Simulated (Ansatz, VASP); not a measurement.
## MgO: VASP beside Ansatz

```
CELL_PARAMETERS angstrom
0.00000 2.13515 2.13515
2.13515 0.00000 2.13515
2.13515 2.13515 0.00000
ATOMIC_POSITIONS crystal
Mg 0.98244 0.98244 0.01756
O 0.50000 0.50000 0.50000
```

Change from the starting cell: all Mg atoms moved +0.075 Å, as atom 1 towards its neighbour atom 2 (O) at 2.135 Å.

Alike in both runs: task single point; functional LDA; k mesh 6 × 6 × 6; occupations gaussian, width 0.05 eV; no spin polarisation.

|  | VASP | Ansatz |
| --- | --- | --- |
| version | VASP 6.6.1 | Ansatz 0.2.0 |
| potentials or method | VASP PAW LDA potentials, release 64 (Mg, O), cutoff 600 eV | scalar-relativistic, plane waves, PAW |
| valence electrons in the cell | 8 | 16 |

```tsv
	VASP	Ansatz	Ansatz less VASP
gap on the k mesh at the Fermi level (eV)	4.27	4.26	-0.001
least direct gap on the mesh (eV)	4.27	4.26	-0.001
pressure (GPa)	-13.0	-11.1	+1.85
traceless stress, the component that is largest in VASP (GPa)	1.10	1.08	-0.020
rms of the force components (eV/Å)	0.184	0.179	-0.0052
```

LDA's correlation is that of Perdew and Zunger in VASP and of Perdew and Wang (1992) in Ansatz. Atom by atom the forces differ by 0.005 eV/Å (rms over components). VASP's potentials hold 8 valence electrons a cell and Ansatz's 16, so a difference there can come from the potentials and not from the codes.

The k mesh is coarse, so the values compare programs but aren't converged.
